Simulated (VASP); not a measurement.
Write the native input for VASP 6.6.1 that does the following.

```
Task                   : single point
Functional             : PBEsol
Potentials or basis    : VASP PAW PBE potentials, release 64 (N)
Cutoff                 : 520 eV
k mesh                 : 4 × 4 × 4
Occupations            : gaussian, width 0.05 eV
Spin                   : collinear spin, ferromagnetic start
Starting moments       : [3.24, 3.24, 3.24, 3.24] μB
Dipole correction      : no
Further INCAR settings : ALGO = Normal; EDIFF = 1e-06; NBANDS = 22
```

The structure of N lies in POSCAR:

```
N
1.0
    6.1901838351      1.5475459588      1.5475459588
    1.5475459588      6.1901838351      1.5475459588
    1.5475459588      1.5475459588      6.1901838351
N
4
Direct
    0.0000638858      0.0000638858      0.0000638858
    0.4999361142      0.9999361142      0.5000638858
    0.5000638858      0.4999361142      0.9999361142
    0.9999361142      0.5000638858      0.4999361142
```

This cell differs from its parent crystal: ratio of the length along [111] to the lengths across it x 2.0, volume and fractional coordinates fixed.

These files were run (other wordings do the same):

INCAR

```
ALGO     = Normal         # electronic algorithm
EDIFF    = 1E-6           # SCF threshold, eV
ENCUT    = 520            # plane-wave cutoff, eV
GGA      = PS             # functional
ISIF     = 2              # what is computed and relaxed
ISMEAR   = 0              # smearing method
ISPIN    = 2              # spin polarisation
LASPH    = True           # aspherical terms in the spheres
LCHARG   = True           # write CHGCAR
LELF     = True           # ELF
LORBIT   = 11             # projections on sites
LREAL    = False          # projectors in reciprocal space
LVHAR    = True         
LWAVE    = False          # write WAVECAR
MAGMOM   = 3.24 3.24 3.24 3.24 # initial moments
NBANDS   = 22             # bands
NELM     = 150            # most SCF steps
PREC     = Accurate       # precision mode
SIGMA    = 0.05           # smearing width, eV
```

KPOINTS

```
k-points
0
Gamma
  4 4 4
```

Potentials or basis: VASP PAW PBE potentials, release 64 (N).

Command:

```console
$ cat potpaw_PBE.64/N/POTCAR > POTCAR
$ mpirun -np 1 vasp_std > vasp.out
```

Results of the run:

```json
{"Pressure": "0.5 GPa", "Band gap on the k mesh": "2.26 eV", "Net moment": "12.00 μB per cell", "Site moments": "N +1.95 μB", "Valence electrons inside the program's atomic spheres": "N 3.27"}
```

Caveat: the PAW data sets were made with another functional, which shifts forces and pressure a little.

Wall time 100 s on 1 thread of Intel(R) Xeon(R) 6975P-C (Granite Rapids), with other jobs on the host, peak memory 0.45 GiB.
